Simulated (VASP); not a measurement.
# Ti5Si (R32) in VASP: notebook

Ti5Si is run at these levels: r2SCAN; tasks: single point.

Everything below comes from runs of VASP 6.6.1. Logs are shortened: lines on timing, memory, paths and dates and some standing lists are left out, and cuts for length are marked.

### 1 The cell of the first run

Symmetry: R32, No. 155, trigonal system. Conventional cell: a = 5.046 Å, b = 5.046 Å, c = 13.323 Å, α = 90.00°, β = 90.00°, γ = 120.00°. Within 3.7 Å of Ti (site symmetry 3) lie 12 Ti at 2.83 to 3.66 Å and 3 Si at 2.92 Å. Within 3.5 Å of Ti (site symmetry 2) lie 10 Ti at 2.69 to 3.45 Å and 2 Si at 2.71 Å. Within 3.6 Å of Si (site symmetry 32) lie 12 Ti at 2.71 to 2.92 Å.

### 2 Single point, r2SCAN

POSCAR

```
Ti5Si
1.0
    2.5228393509      1.4565619783      4.4409048145
   -2.5228393509      1.4565619783      4.4409048145
    0.0000000000     -2.9131239567      4.4409048145
Ti Si
5 1
Direct
    0.1514396700      0.1514396700      0.1514396700
    0.6053500000      0.3946500000      0.0000000000
    0.0000000000      0.6053500000      0.3946500000
    0.8485603300      0.8485603300      0.8485603300
    0.3946500000      0.0000000000      0.6053500000
    0.5000000000      0.5000000000      0.5000000000
```

INCAR.step1

```
PREC = Accurate
ENCUT = 520
ISMEAR = 0
SIGMA = 0.1
LREAL = False
LASPH = True
NELM = 80
NBANDS = 41
GGA = PE
ALGO = Normal
EDIFF = 1E-4
LWAVE = True
LCHARG = False
```

INCAR.step2

```
PREC = Accurate
ENCUT = 520
EDIFF = 1E-7
ISMEAR = 0
SIGMA = 0.1
LREAL = False
LASPH = True
NELM = 80
ALGO = Normal
ISIF = 2
LWAVE = False
LCHARG = False
METAGGA = R2SCAN
LMIXTAU = True
NBANDS = 41
ISTART = 1
```

KPOINTS

```
regular mesh
0
Gamma
  6 6 6
```

Potentials or basis: VASP PAW PBE potentials, release 64 (Ti_sv, Si).

The run is started by

```console
cat potpaw_PBE.64/Ti_sv/POTCAR potpaw_PBE.64/Si/POTCAR > POTCAR
cp INCAR.step1 INCAR
mpirun -np 1 vasp_std > vasp.out
cp INCAR.step2 INCAR
mpirun -np 1 vasp_std > vasp.out
```

OUTCAR:

```text
PREC = Accurate
   ENCUT = 520
   EDIFF = 1E-7
   ISMEAR = 0
   LREAL = False
   LASPH = True
   NELM = 80
   ISIF = 2
   METAGGA = R2SCAN
   ISTART = 1

 ion  position               nearest neighbor table
   1  0.151  0.151  0.151-   3 2.83   5 2.83   2 2.83   2 2.88   5 2.88   3 2.88   6 2.92   6 2.92
                             6 2.92
   2  0.605  0.395  0.000-   5 2.69   3 2.69   5 2.69   3 2.69   6 2.71   6 2.71   4 2.83   1 2.83
                             4 2.88   1 2.88
   3  0.000  0.605  0.395-   2 2.69   2 2.69   5 2.69   5 2.69   6 2.71   6 2.71   1 2.83   4 2.83
                             4 2.88   1 2.88
   4  0.849  0.849  0.849-   5 2.83   3 2.83   2 2.83   2 2.88   3 2.88   5 2.88   6 2.92   6 2.92
                             6 2.92
   5  0.395  0.000  0.605-   2 2.69   2 2.69   3 2.69   3 2.69   6 2.71   6 2.71   4 2.83   1 2.83
                             1 2.88   4 2.88
   6  0.500  0.500  0.500-   3 2.71   5 2.71   2 2.71   2 2.71   5 2.71   3 2.71   1 2.92   4 2.92
                             4 2.92   1 2.92   1 2.92   4 2.92

  LATTYP: Found a trigonal (rhomboedric) cell.
 ALAT       =     5.3111135140
 COS(alpha) =     0.5487283809

  Lattice vectors:

 A1 = (   2.5228393509,   1.4565619783,   4.4409048145)
 A2 = (  -2.5228393509,   1.4565619783,   4.4409048145)
 A3 = (   0.0000000000,  -2.9131239567,   4.4409048145)

Analysis of symmetry for initial positions (statically):
=====================================================================
 Subroutine PRICEL returns:
 Original cell was already a primitive cell.

 Routine SETGRP: Setting up the symmetry group for a
 trigonal (rhombohedral) supercell.

 Subroutine GETGRP returns: Found  6 space group operations
 (whereof  6 operations were pure point group operations)
 out of a pool of 12 trial point group operations.

The static configuration has the point symmetry D_3 .

Analysis of symmetry for dynamics (positions and initial velocities):
=====================================================================
 Subroutine PRICEL returns:
 Original cell was already a primitive cell.

 Routine SETGRP: Setting up the symmetry group for a
 trigonal (rhombohedral) supercell.

 Subroutine GETGRP returns: Found  6 space group operations
 (whereof  6 operations were pure point group operations)
 out of a pool of 12 trial point group operations.

The dynamic configuration has the point symmetry D_3 .

 Subroutine INISYM returns: Found  6 space group operations
 (whereof  6 operations are pure point group operations),
 and found     1 'primitive' translations

----------------------------------------------------------------------------------------

                                     Primitive cell

  volume of cell :      97.9132

  direct lattice vectors                    reciprocal lattice vectors
     2.522839351  1.456561978  4.440904814     0.198189393  0.114424699  0.075059779
    -2.522839351  1.456561978  4.440904814    -0.198189393  0.114424699  0.075059779
     0.000000000 -2.913123957  4.440904814     0.000000000 -0.228849399  0.075059779

  length of vectors
     5.311113514  5.311113514  5.311113514     0.240844385  0.240844385  0.240844385

  position of ions in fractional coordinates (direct lattice)
     0.151439670  0.151439670  0.151439670
     0.605350000  0.394650000  0.000000000
     1.000000000  0.605350000  0.394650000
     0.848560330  0.848560330  0.848560330
     0.394650000  1.000000000  0.605350000
     0.500000000  0.500000000  0.500000000

  ion indices of the primitive-cell ions
   primitive index   ion index
                 1           1
                 2           2
                 3           3
                 4           4
                 5           5
                 6           6

----------------------------------------------------------------------------------------

 KPOINTS: regular mesh

Automatic generation of k-mesh.
 Grid dimensions read from file:
 generate k-points for:    6    6    6

 Generating k-lattice:

  Cartesian coordinates                     Fractional coordinates (reciprocal lattice)
     0.033031566  0.019070783  0.012509963     0.166666667 -0.000000000 -0.000000000
    -0.033031566  0.019070783  0.012509963    -0.000000000  0.166666667 -0.000000000
     0.000000000 -0.038141566  0.012509963     0.000000000  0.000000000  0.166666667

  Length of vectors
     0.040140731  0.040140731  0.040140731

  Shift w.r.t. Gamma in fractional coordinates (k-lattice)
     0.000000000  0.000000000  0.000000000

 Subroutine IBZKPT returns following result:
 ===========================================

 Found     32 irreducible k-points:

 Following reciprocal coordinates:
            Coordinates               Weight
  0.000000  0.000000  0.000000      1.000000
  0.166667  0.000000  0.000000      6.000000
  0.333333  0.000000  0.000000      6.000000
  0.500000  0.000000  0.000000      3.000000
  0.166667  0.166667  0.000000      6.000000
  0.333333  0.166667  0.000000     12.000000
[... 16 lines left out ...]
  0.500000  0.500000  0.166667      6.000000
 -0.333333  0.500000  0.166667     12.000000
 [... further k-points ...]
   k-points           NKPTS =     32   k-points in BZ     NKDIM =     32   number of bands    NBANDS=     41
   number of dos      NEDOS =    301   number of ions     NIONS =      6
   total plane-waves  NPLWV =  64000
   dimension x,y,z NGX =    40 NGY =   40 NGZ =   40
   dimension x,y,z NGXF=    80 NGYF=   80 NGZF=   80
   ions per type =               5   1
   NGX,Y,Z   is equivalent  to a cutoff of  12.52, 12.52, 12.52 a.u.
   NGXF,Y,Z  is equivalent  to a cutoff of  25.04, 25.04, 25.04 a.u.
 SYSTEM =  unknown system
   PREC   = accura    normal or accurate (medium, high low for compatibility)
   ISTART =      1    job   : 0-new  1-cont  2-samecut
   ICHARG =      0    charge: 1-file 2-atom 10-const
   ISPIN  =      1    spin polarized calculation?
   LNONCOLLINEAR =      F non collinear calculations
   LSORBIT =      F    spin-orbit coupling
   LASPH  =      T    aspherical Exc in radial PAW
   ENCUT  =  520.0 eV  38.22 Ry    6.18 a.u.   9.88  9.88  9.88*2*pi/ulx,y,z
   NELM   =     80;   NELMIN=  2; NELMDL=  0     # of ELM steps
   EDIFF  = 0.1E-06   stopping-criterion for ELM
   LREAL  =      F    real-space projection
   EDIFFG = 0.1E-05   stopping-criterion for IOM
   NSW    =      0    number of steps for IOM
   IBRION =     -1    ionic relax: 0-MD 1-quasi-New 2-CG
   NFREE  =      0    steps in history (QN), initial steepest desc. (CG)
   ISIF   =      2    stress and relaxation
   ISYM   =      2    0-nonsym 1-usesym 2-fastsym
   POTIM  = 0.5000    time-step for ionic-motion
   TEBEG  =    0.0;   TEEND  =   0.0 temperature during run
   PSTRESS=    0.0 pullay stress
   NELECT =      64.0000    total number of electrons
   NUPDOWN=      -1.0000    fix difference up-down
   EMIN   =  10.00;   EMAX   =-10.00  energy-range for DOS
   EFERMI =   0.00;   METHOD = LEGACY
   ISMEAR =     0;   SIGMA  =   0.10  broadening in eV -4-tet -1-fermi 0-gaus
   EFERMI_NEDOS =   21; number of points for ismear=-14 and -15
   IALGO  =     38    algorithm
   IMIX   =      4    mixing-type and parameters
     AMIX     =   0.40;   BMIX     =  1.00
     AMIX_MAG =   1.60;   BMIX_MAG =  1.00
  volume/ion in A,a.u.               =      16.32       110.13
  Fermi-wavevector in a.u.,A,eV,Ry     =   1.420761  2.684849 27.464205  2.018562
  Thomas-Fermi vector in A             =   2.541642
   LORBIT       =      0    0 simple, 1 ext, 2 COOP (PROOUT), +10 PAW based schemes
   METAGGA = R2SCAN    functional components
   LHFCALC =     F    Hartree Fock is set to
   AEXX    =    0.0000 exact exchange contribution
   IVDW    =     0    specifies the selected vdW correction
   LEPSILON=     F    determine dielectric tensor
   LRPA    =     F    only Hartree local field effects (RPA)
 non-spin polarized calculation
 Gauss-broadening in eV      SIGMA  =   0.10
  energy-cutoff  :      520.00
  volume of cell :       97.91
 maximum number of plane-waves:      2662
   NGX = 19   NGY = 19   NGZ = 19

 number of electron      63.9999999 magnetization

 Free energy of the ion-electron system (eV)
  ---------------------------------------------------
  ext. energy  EPLUGINS =         0.00000000
  ---------------------------------------------------
  free energy    TOTEN  =       -75.41776794 eV

  energy without entropy =      -75.39518515  energy(sigma->0) =      -75.40647655

 E-fermi :   8.8545     XC(G=0): -12.4785

 val. band max:        8.8503842155   @ k =   0.5000   0.1667   0.0000
 cond. band min:       8.8697714759   @ k =  -0.3333   0.3333   0.1667
 fundamental gap:      0.0193872604
 Fermi energy:         8.8544947468

 k-point     1 :       0.0000    0.0000    0.0000
  band No.  band energies     occupation
      1     -50.3188      2.00000
      2     -50.2423      2.00000
      3     -50.0928      2.00000
      4     -49.9543      2.00000
      5     -49.9543      2.00000
      6     -25.7735      2.00000
[... 33 lines left out ...]
     40      10.7396      0.00000
     41      10.7848      0.00000

 k-point     2 :       0.1667    0.0000    0.0000
  band No.  band energies     occupation
      1     -50.3128      2.00000
      2     -50.2459      2.00000
      3     -50.0865      2.00000
      4     -49.9634      2.00000
      5     -49.9544      2.00000
      6     -25.7650      2.00000
[... 33 lines left out ...]
     40      10.7254      0.00000
     41      10.9087      0.00000

 k-point     3 :       0.3333    0.0000    0.0000
  band No.  band energies     occupation
      1     -50.2981      2.00000
      2     -50.2554      2.00000
      3     -50.0695      2.00000
      4     -49.9860      2.00000
      5     -49.9546      2.00000
      6     -25.7663      2.00000
[... 33 lines left out ...]
     40      10.9046      0.00000
     41      10.9910      0.00000

 k-point     4 :       0.5000    0.0000    0.0000
  band No.  band energies     occupation
      1     -50.2871      2.00000
      2     -50.2638      2.00000
      3     -50.0556      2.00000
      4     -50.0028      2.00000
      5     -49.9547      2.00000
      6     -25.7759      2.00000
[... 825 lines left out ...]
     40      10.7166      0.00000
     41      10.9363      0.00000

 k-point    23 :       0.5000    0.5000    0.1667
  band No.  band energies     occupation
      1     -50.2885      2.00000
      2     -50.2562      2.00000
      3     -50.0772      2.00000
      4     -49.9877      2.00000
      5     -49.9546      2.00000
      6     -25.7299      2.00000
[... 33 lines left out ...]
     40      10.7370      0.00000
     41      10.9994      0.00000

 k-point    24 :      -0.3333    0.5000    0.1667
  band No.  band energies     occupation
      1     -50.2810      2.00000
      2     -50.2644      2.00000
      3     -50.0580      2.00000
      4     -50.0062      2.00000
      5     -49.9547      2.00000
      6     -25.7133      2.00000
[... 33 lines left out ...]
     40      10.8130      0.00000
     41      11.0488      0.00000

 [... further k-points ...]
[... 5 lines left out ...]
  --------------------------------------------------------------------------------------
  -------------------------------------------------------------------------------------
  Total       -0.4323014     -0.4323014     -0.6600973      0.0000000      0.0000000      0.0000000
  in kB       -7.0738523     -7.0738523    -10.8013301      0.0000000      0.0000000      0.0000000
  external PRESSURE =      -8.3163449 kB  Pullay stress =       0.0000000 kB

 VOLUME and BASIS-vectors are now :
 -----------------------------------------------------------------------------
  energy-cutoff  :      520.00
  volume of cell :       97.91
      direct lattice vectors                 reciprocal lattice vectors
     2.522839351  1.456561978  4.440904814     0.198189393  0.114424699  0.075059779
    -2.522839351  1.456561978  4.440904814    -0.198189393  0.114424699  0.075059779
     0.000000000 -2.913123957  4.440904814     0.000000000 -0.228849399  0.075059779

 POSITION                                       TOTAL-FORCE (eV/Angst)
 -----------------------------------------------------------------------------------
      0.00000     -0.00000      2.01759         0.000000     -0.000000      0.027599
      0.53156      1.45656      4.44090        -0.066891     -0.000000     -0.000000
     -1.52720     -0.26793      4.44090         0.033446     -0.057930     -0.000000
      0.00000     -0.00000     11.30513         0.000000      0.000000     -0.027599
      0.99564     -1.18863      4.44090         0.033446      0.057930     -0.000000
      0.00000     -0.00000      6.66136         0.000000     -0.000000     -0.000000
 -----------------------------------------------------------------------------------
    total drift:                                0.000000     -0.000000      0.000000

  FREE ENERGIE OF THE ION-ELECTRON SYSTEM (eV)
  ---------------------------------------------------
  free  energy   TOTEN  =       -75.4177679390 eV

  energy  without entropy=      -75.3951851524  energy(sigma->0) =      -75.40647655
```

Wall time 8.8 min (1 thread of AMD EPYC 7R13 (Zen 3), shared host); peak memory 0.28 GiB.

What came out:

```
Free energy            : -75.4178 eV
Pressure               : -0.8 GPa
Largest force          : 0.067 eV/Å
Band gap on the k mesh : zero (bands 32 and 33 overlap by 0.54 eV)
```

Forces in eV/Å, atoms in the order of the input:
```
Ti   0.000  0.000  0.028
Ti  -0.067  0.000  0.000
Ti   0.033 -0.058  0.000
Ti   0.000  0.000 -0.028
Ti   0.033  0.058  0.000
Si   0.000  0.000  0.000
```

Stress tensor (GPa, compression positive):
```
-0.71  0.00  0.00
 0.00 -0.71  0.00
 0.00  0.00 -1.08
```

Caveat: the PAW data sets were made with another functional, which shifts forces and pressure a little.

(Part 1 of 2 ends here.)
